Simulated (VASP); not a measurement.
Here is a VASP 6.6.1 calculation.

The input INCAR:

```
ALGO = Normal
DIPOL = 0.5 0.5 0.349
EDIFF = 1E-6
ENCUT = 520
GGA = PE
IDIPOL = 3
ISIF = 2
ISMEAR = 0
LASPH = T
LCHARG = F
LDIPOL = T
LREAL = F
LWAVE = F
NBANDS = 42
NELM = 80
PREC = Accurate
SIGMA = 0.1
```

KPOINTS

```
k-points
0
Gamma
  7 7 1
```

POSCAR

```
CuGe4
1.0
    4.0740542205      0.0000000000      0.0000000000
    0.0000000000      4.0740542205      0.0000000000
    0.0000000000      0.0000000000     19.8557568590
Ge Cu
4 1
Direct
    0.0000000000      0.5000000000      0.2014529100
    0.0000000000      0.0000000000      0.2739958855
    0.5000000000      0.0000000000      0.3493666156
    0.5000000000      0.5000000000      0.4208228837
    0.6250000000      0.8750000000      0.4988274393
```

Potentials or basis: VASP PAW PBE potentials, release 64 (Ge_d, Cu).

Run with:

```bash
$ cat potpaw_PBE.64/Ge_d/POTCAR potpaw_PBE.64/Cu/POTCAR > POTCAR
$ mpirun -np 1 vasp_std > vasp.out
```

(1) Predict the band gap on the k mesh.

(2) What does it give for the largest force?

Results:

(1) zero (an odd number of electrons rules out a gap without spin polarisation).

(2) 0.689 eV/Å.
